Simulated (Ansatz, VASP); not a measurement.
**Two plane-wave programs on KF**

```xyz
2
Lattice="0.0000 2.6590 2.6590 2.6590 0.0000 2.6590 2.6590 2.6590 0.0000" Properties=species:S:1:pos:R:3 pbc="T T T"
K     0.0000    0.0000    0.0000
F     2.6590    2.6590    2.6590
```

Alike in both runs: task single point; functional PBE; k mesh 8 × 8 × 8; no spin polarisation.

|  | VASP | Ansatz |
| --- | --- | --- |
| version | VASP 6.6.1 | Ansatz 0.2.0 |
| potentials or method | VASP PAW PBE potentials, release 64 (K_sv, F) | plane waves, PAW |
| plane-wave cutoff (eV) | 520 | 420 |
| occupations | gaussian, width 0.01 eV | fixed |
| valence electrons in the cell | 16 | 16 |

VASP gave:

* gap on the k mesh at the Fermi level (eV): 6.24
* pressure (GPa): 2.0

Q: Estimate Ansatz's values.

A: gap on the k mesh at the Fermi level (eV): 6.26; pressure (GPa): 1.9.
